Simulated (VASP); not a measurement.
Al16O: single point with PBE

Al16O, a slab with vacuum:

```
Al O
1.0
     5.71352    0.00000    0.00000
     0.00000    8.08013    0.00000
     0.00000    0.00000   19.74328
Al O
16 1
Direct
  0.25000 0.25000 0.20260
  0.25000 0.75000 0.20260
  0.75000 0.25000 0.20260
  0.75000 0.75000 0.20260
  0.00000 0.00000 0.27495
  0.00000 0.50000 0.27495
  0.50000 0.00000 0.27495
  0.50000 0.50000 0.27495
  0.25000 0.25000 0.34955
  0.25000 0.75000 0.34955
  0.75000 0.25000 0.34955
  0.75000 0.75000 0.34955
  0.00000 0.00000 0.41752
  0.00000 0.50000 0.41752
  0.50000 0.00000 0.41752
  0.50000 0.50000 0.41752
  0.00000 0.00000 0.50170
```

| Property | Result |
| --- | --- |
| Program | VASP 6.6.1 |
| Task | single point |
| Functional | PBE |
| Potentials or basis | VASP PAW PBE potentials, release 64 (Al, O) |
| Cutoff | 520 eV |
| k mesh | 5 × 4 × 1 |
| Occupations | gaussian, width 0.1 eV |
| Spin | no spin polarisation |
| Dipole correction | yes |
| Further INCAR settings | LREAL = Auto; ALGO = Normal; EDIFF = 1e-06; NBANDS = 41 |

```json
{"Largest force": "0.283 eV/Å", "Band gap on the k mesh": "zero (bands 27 and 28 overlap by 0.67 eV)"}
```

Forces in eV/Å, atoms in the order of the input:
```
Al  -0.040  0.042  0.227
Al  -0.040 -0.042  0.227
Al   0.040  0.042  0.227
Al   0.040 -0.042  0.227
Al   0.000  0.000 -0.177
Al   0.000  0.000 -0.249
Al   0.000  0.000 -0.283
Al   0.000  0.000 -0.217
Al   0.048 -0.024 -0.099
Al   0.048  0.024 -0.099
Al  -0.048 -0.024 -0.099
Al  -0.048  0.024 -0.099
Al   0.000  0.000 -0.019
Al   0.000  0.000  0.092
Al   0.000  0.000  0.229
Al   0.000  0.000  0.040
O    0.000  0.000  0.070
```

Levels at points of the mesh, in eV from the Fermi level:
```
           k point  band 25  band 26  band 27  band 28  band 29  band 30
(0.00, 0.00, 0.00)    -0.86    -0.74    -0.49    -0.45     0.24     0.37
(0.00, 0.50, 0.00)    -0.82    -0.81    -0.72    -0.43     0.29     0.39
```

Run time: 9 min on 1 thread of AMD EPYC 7R13 Processor (Zen 3) (shared host), peak memory 0.79 GiB.
